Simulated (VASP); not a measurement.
# Si5Ge (P6/mmm) in VASP: further runs, part 2 of 2

VASP 6.6.1. Earlier steps stand in the parts before.

**5. Relaxation of cell and atoms, PBE**

This run uses another cell than the first one, of 18.31 Å³/atom.

INCAR reads:

```
PREC = Accurate
ENCUT = 600
EDIFF = 1E-6
ISMEAR = 0
SIGMA = 0.1
LREAL = False
LASPH = True
NELM = 60
ALGO = Normal
ISIF = 3
LWAVE = False
LCHARG = False
GGA = PE
IBRION = 2
NSW = 90
EDIFFG = -0.04
```

KPOINTS reads:

```
regular mesh
0
Gamma
  6 6 4
```

POSCAR reads:

```
Si5Ge
1.0
    4.6946133100      0.0000000000      0.0000000000
   -2.3473066500      4.0656543800      0.0000000000
    0.0000000000      0.0000000000      5.7572929000
Si Ge
5 1
Direct
    0.0000000000      0.0000000000      0.0000000000
    0.3333333300      0.6666666700      0.2753366800
    0.6666666700      0.3333333300      0.2753366800
    0.6666666700      0.3333333300      0.7246633200
    0.3333333300      0.6666666700      0.7246633200
    0.0000000000      0.0000000000      0.5000000000
```

The run is started by

```
$ cat potpaw_PBE.64/Si/POTCAR potpaw_PBE.64/Ge_d/POTCAR > POTCAR
$ mpirun -np 1 vasp_std > vasp.out
```

Run time: 17 min. Hardware: 1 thread of Intel Xeon 8259CL, shared host; peak memory 0.31 GiB.

The run converged. Its results:

```
Free energy                           : -28.7750 eV
Relaxed volume                        : 15.66 Å³/atom
Relaxed cell                          : a = 4.503 Å, b = 4.503 Å, c = 5.350 Å, α = 90.00°, β = 90.00°, γ = 120.00°
Space group after relaxing (to 0.1 Å) : P6/mmm (No. 191)
Energy gained by relaxing             : 122.1 meV/atom
Ionic steps                           : 20
Pressure after relaxing               : 0.0 GPa
Largest force after relaxing          : 0.016 eV/Å
```

Forces on the atoms (eV/Å):
```
Si   0.000  0.000  0.000
Si   0.000  0.000 -0.016
Si   0.000  0.000 -0.016
Si   0.000  0.000  0.016
Si   0.000  0.000  0.016
Ge   0.000  0.000  0.000
```

Stress tensor (GPa, compression positive):
```
 0.05  0.00  0.00
 0.00  0.05  0.00
 0.00  0.00 -0.09
```

Step by step:
| step | energy change (eV) | largest force (eV/Å) | pressure (GPa) | volume (Å³) |
| --- | --- | --- | --- | --- |
| 1 | 0.0000 | 0.2096 | -8.37 | 109.89 |
| 2 | -0.4843 | 0.8287 | 0.38 | 95.33 |
| 3 | -0.4843 | 0.8324 | 0.49 | 95.26 |
| 4 | -0.5917 | 0.5160 | 0.73 | 93.81 |
| 5 | -0.6413 | 0.1314 | 1.95 | 91.78 |
| 6 | -0.6695 | 0.1315 | -0.84 | 94.61 |
| 7 | -0.6705 | 0.1284 | -0.52 | 94.18 |
| 8 | -0.6771 | 0.1637 | -0.26 | 93.90 |
| 9 | -0.6967 | 0.2255 | 0.58 | 93.08 |
| 10 | -0.6443 | 0.2191 | 2.99 | 91.44 |
| 11 | -0.6995 | 0.1793 | 0.87 | 92.83 |
| 12 | -0.7007 | 0.1693 | 0.90 | 92.80 |
| 13 | -0.7037 | 0.1363 | 1.00 | 92.74 |
| 14 | -0.7071 | 0.0614 | 1.20 | 92.61 |
| 15 | -0.7074 | 0.0256 | 1.31 | 92.56 |
| 16 | -0.7107 | 0.0236 | 1.17 | 92.65 |
| 17 | -0.7190 | 0.0219 | 0.89 | 92.94 |
| 18 | -0.7298 | 0.0253 | 0.36 | 93.52 |
| 19 | -0.7253 | 0.0192 | -0.56 | 94.67 |
| 20 | -0.7326 | 0.0160 | 0.01 | 93.95 |

Final structure:
```
Si Ge
1.0
     4.50318    0.00000    0.00000
    -2.25159    3.89987    0.00000
     0.00000    0.00000    5.34954
Si Ge
5 1
Cartesian
  0.0000 0.0000 0.0000
  0.0000 2.5999 1.2627
  2.2516 1.3000 1.2627
  2.2516 1.3000 4.0868
  0.0000 2.5999 4.0868
  0.0000 0.0000 2.6748
```

Levels at points of the mesh, in eV from the Fermi level:
```
           k point  band 13  band 14  band 15  band 16  band 17  band 18  band 19  band 20  band 21
(0.00, 0.00, 0.00)    -3.85    -3.85    -0.68    -0.68    -0.51    -0.41    -0.35     0.47     1.01
(0.50, 0.00, 0.00)    -5.51    -2.25    -2.06    -1.93    -0.46     1.92     2.15     2.62     3.12
(0.00, 0.00, 0.50)    -3.14    -2.77    -2.77    -2.56    -2.42    -2.42    -2.36    -2.36    -1.88
(0.50, 0.00, 0.50)    -4.72    -0.41    -0.33    -0.28     0.13     2.49     2.93     3.16     3.34
```

Caveat: the highest band is partly filled, so the run has too few bands.

**6. Relaxation of cell and atoms, PBE**

INCAR reads:

```
SYSTEM = Si5Ge
ALGO = Normal ; EDIFF = 1E-7
EDIFFG = -0.01 ; ENCUT = 600
GGA = PE ; IBRION = 2
ISIF = 3 ; ISMEAR = 0
LASPH = .True. ; LCHARG = .False.
LREAL = .False. ; LWAVE = .False.
NELM = 60 ; NSW = 100
PREC = Accurate ; SIGMA = 0.1
```

KPOINTS reads:

```
k-points
0
Gamma
  12 12 8
  0 0 0
```

POSCAR reads:

```
Si5Ge
1.0
    4.5028541705      0.0000000000      0.0000000000
   -2.2514270853      3.8995861012      0.0000000000
    0.0000000000      0.0000000000      5.3479582991
Si Ge
5 1
Direct
    0.0000000000      0.0000000000      0.0000000000
    0.3333333333      0.6666666667      0.2352157007
    0.6666666667      0.3333333333      0.2352157007
    0.6666666667      0.3333333333      0.7647842993
    0.3333333333      0.6666666667      0.7647842993
    0.0000000000      0.0000000000      0.5000000000
```

Potentials or basis: VASP PAW PBE potentials, release 64 (Si, Ge_d).

The run is started by

```
$ cat potpaw_PBE.64/Si/POTCAR potpaw_PBE.64/Ge_d/POTCAR > POTCAR
$ mpirun -np 1 vasp_std > vasp.out
```

It took 19 min on 1 thread of Intel Xeon 8259CL, shared host; peak memory 0.39 GiB.

Results (log left out):

- Free energy: -28.6806 eV
- Relaxed volume: 15.58 Å³/atom
- Relaxed cell: a = 4.472 Å, b = 4.472 Å, c = 5.398 Å, α = 90.00°, β = 90.00°, γ = 120.00°
- Space group after relaxing (to 0.1 Å): P6/mmm (No. 191)
- Energy gained by relaxing: 1.6 meV/atom
- Ionic steps: 9
- Pressure after relaxing: 0.1 GPa
- Largest force after relaxing: 0.009 eV/Å

Forces on the atoms (eV/Å):
```
Si   0.000  0.000  0.000
Si   0.000  0.000  0.009
Si   0.000  0.000  0.009
Si   0.000  0.000 -0.009
Si   0.000  0.000 -0.009
Ge   0.000  0.000  0.000
```

The path:
```csv
step,energy change (eV),largest force (eV/Å),pressure (GPa),volume (Å³)
1,0.0000,0.1595,-0.04,93.91
2,-0.0073,0.0738,-0.11,93.86
3,-0.0087,0.0454,-0.15,93.83
4,-0.0088,0.0039,-0.20,93.77
5,-0.0092,0.0257,-0.17,93.80
6,-0.0093,0.0234,-0.18,93.80
7,-0.0096,0.0199,0.07,93.51
8,-0.0096,0.0193,0.11,93.47
9,-0.0098,0.0088,0.05,93.51
```

Final structure:
```
Si Ge
1.0
     4.47220    0.00000    0.00000
    -2.23610    3.87304    0.00000
     0.00000    0.00000    5.39837
Si Ge
5 1
Direct
  0.00000 0.00000 0.00000
  0.33333 0.66667 0.23898
  0.66667 0.33333 0.23898
  0.66667 0.33333 0.76102
  0.33333 0.66667 0.76102
  0.00000 0.00000 0.50000
```

Levels at points of the mesh, in eV from the Fermi level:
```csv
k point,band 13,band 14,band 15,band 16,band 17,band 18,band 19,band 20,band 21
"(0.00, 0.00, 0.00)",-3.90,-3.90,-0.87,-0.87,-0.50,-0.39,-0.37,0.42,0.85
"(0.50, 0.00, 0.00)",-5.67,-2.34,-2.26,-1.98,-0.63,2.00,2.28,2.63,3.19
"(0.00, 0.00, 0.50)",-3.17,-2.82,-2.82,-2.81,-2.58,-2.58,-2.48,-2.48,-2.19
"(0.50, 0.00, 0.50)",-4.89,-0.62,-0.60,-0.59,-0.23,2.56,2.82,3.02,3.15
```

Caveat: the highest band is partly filled, so the run has too few bands.

**7. The runs side by side**

| task | cell | k mesh | cutoff (eV) | gap on the mesh (eV) | pressure (GPa) | relaxed volume (Å³/atom) | largest force (eV/Å) |
| --- | --- | --- | --- | --- | --- | --- | --- |
| single point | a = 4.503, b = 4.503, c = 5.348 Å, angles 90.0, 90.0, 120.0°, 6 atoms, atomic positions A | 6 × 6 × 4 | 520 | none | 0.0 | - | 0.03 |
| single point | a = 4.695, b = 4.695, c = 5.757 Å, angles 90.0, 90.0, 120.0°, 6 atoms, atomic positions B | 6 × 6 × 4 | 520 | none | -8.4 | - | 0.21 |
| single point | a = 4.476, b = 4.476, c = 5.393 Å, angles 90.0, 90.0, 120.0°, 6 atoms, atomic positions C | 12 × 12 × 8 | 520 | none | 0.0 | - | - |
| relaxation of cell and atoms | relaxed from a = 4.695, b = 4.695, c = 5.757 Å, angles 90.0, 90.0, 120.0°, 6 atoms, atomic positions B | 6 × 6 × 4 | 600 | - | 0.0 | 15.66 | 0.02 |
| relaxation of cell and atoms | relaxed from a = 4.503, b = 4.503, c = 5.348 Å, angles 90.0, 90.0, 120.0°, 6 atoms, atomic positions A | 12 × 12 × 8 | 600 | - | 0.1 | 15.58 | 0.01 |

Alike in all rows: level PBE; potentials or basis VASP PAW PBE potentials, release 64 (Si, Ge_d); no spin polarisation; smearing gaussian 0.1 eV.

Caveats: the highest band is partly filled, so the run has too few bands (at least some runs); the stress differs along the axes, from -12 to -7 GPa (at least some runs).

Absolute energies hang on the potentials; compare differences alone.
